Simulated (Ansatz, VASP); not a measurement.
AlN: VASP beside Ansatz

File INCAR:

```
PREC = Accurate
ENCUT = 520
EDIFF = 1E-7
ISMEAR = 0
SIGMA = 0.05
LREAL = F
LASPH = T
NELM = 60
ALGO = Normal
ISIF = 2
LWAVE = F
LCHARG = F
GGA = PS
NBANDS = 16
```

The input KPOINTS:

```
Automatic mesh
0
Gamma
  9 9 6
```

File POSCAR:

```
AlN
1.0
    3.2612297092      0.0000000000      0.0000000000
   -1.6306148546      2.8243077757      0.0000000000
    0.0000000000      0.0000000000      3.8355322610
Al N
2 2
Direct
    0.3333333333      0.6666666667      0.7500000000
    0.6666666667      0.3333333333      0.2500000000
    0.3333333333      0.6666666667      0.2500000000
    0.6666666667      0.3333333333      0.7500000000
```

Input for Ansatz:

```yaml
crystal:
  lattice:
    - [3.2612297092, 0.0, 0.0]
    - [-1.6306148546, 2.8243077757, 0.0]
    - [0.0, 0.0, 3.835532261]
  atoms:
    - { symbol: Al, position: [0.3333333333, 0.6666666667, 0.75] }
    - { symbol: Al, position: [0.6666666667, 0.3333333333, 0.25] }
    - { symbol: "N", position: [0.3333333333, 0.6666666667, 0.25] }
    - { symbol: "N", position: [0.6666666667, 0.3333333333, 0.75] }
basis:
  ecutwfc: 520.0
kpoints:
  mp_grid: { grid: [9, 9, 6] }
hamiltonian:
  xc: pbesol
  pseudopotentials: { kind: paw, azcp: { folder: soft_1 } }
scf:
  occupations: { method: gaussian, width: 0.05 }
output:
  forces: true
  stress: true
  eigenvalues: true
```

Alike in both runs: task single point; functional PBEsol; k mesh 9 × 9 × 6; occupations gaussian, width 0.05 eV; no spin polarisation.

|  | VASP | Ansatz |
| --- | --- | --- |
| version | VASP 6.6.1 | Ansatz 0.2.0 |
| potentials or method | VASP PAW PBE potentials, release 64 (Al, N), cutoff 520 eV | scalar-relativistic, plane waves, PAW |
| valence electrons in the cell | 16 | 16 |

Ansatz gave:

- gap on the k mesh at the Fermi level (eV): 4.13
- least direct gap on the mesh (eV): 4.13
- pressure (GPa): 26.6
- traceless stress, the component that is largest in VASP (GPa): 13.89

Q: Which values does VASP return?

A: gap on the k mesh at the Fermi level (eV): 4.15; least direct gap on the mesh (eV): 4.15; pressure (GPa): 26.8; traceless stress, the component that is largest in VASP (GPa): 14.11.

VASP's potentials were made for PBE, not for PBEsol, and Ansatz warns of the same on its side.
